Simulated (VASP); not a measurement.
Write the native input for VASP 6.6.1 that does the following.

```yaml
Task: single point
Functional: LDA
Potentials_or_basis: VASP PAW LDA potentials, release 64 (Ga_d, N_h)
Cutoff: 1330 eV
k_mesh: 10 × 10 × 5
Occupations: fermi-dirac, width 0.05 eV
Spin: no spin polarisation
Dipole_correction: no
Further_INCAR_settings: ALGO = Normal; EDIFF = 1e-06; NBANDS = 26
```

The structure of GaN lies in POSCAR:

```
GaN
1.0
    3.2218469041      0.0000000000      0.0000000000
   -1.6109234521      2.7902012661      0.0000000000
    0.0000000000      0.0000000000      5.2339814801
Ga N
2 2
Direct
    0.6666666667      0.3333333333      0.5000000000
    0.3333333333      0.6666666667      0.0000000000
    0.6666666667      0.3333333333      0.8750000000
    0.3333333333      0.6666666667      0.3750000000
```

These files were run (other wordings do the same):

INCAR

```
SYSTEM = GaN
ALGO = Normal ; EDIFF = 1E-6
ENCUT = 1330 ; GGA_COMPAT = .False.
ISIF = 2 ; ISMEAR = -1
LASPH = .True. ; LCHARG = .True.
LELF = .True. ; LREAL = .False.
LVHAR = .True. ; LWAVE = .False.
NBANDS = 26 ; NELM = 120
PREC = Accurate ; SIGMA = 0.05
```

KPOINTS

```
k-points
0
Gamma
  10 10 5
  0 0 0
```

Potentials or basis: VASP PAW LDA potentials, release 64 (Ga_d, N_h).

Launch:

```sh
$ cat potpaw_LDA.64/Ga_d/POTCAR potpaw_LDA.64/N_h/POTCAR > POTCAR
$ mpirun -np 1 vasp_std > vasp.out
```

It gave:

```yaml
Pressure: -9.8 GPa
Largest_force: 0.117 eV/Å
Band_gap_on_the_k_mesh: 1.73 eV
```

Caveat: the cell stands under tension.

Run time: 2.8 min on 1 thread of Intel(R) Xeon(R) Platinum 8375C CPU @ 2.90GHz (Ice Lake), on a shared host, peak memory 0.37 GiB.
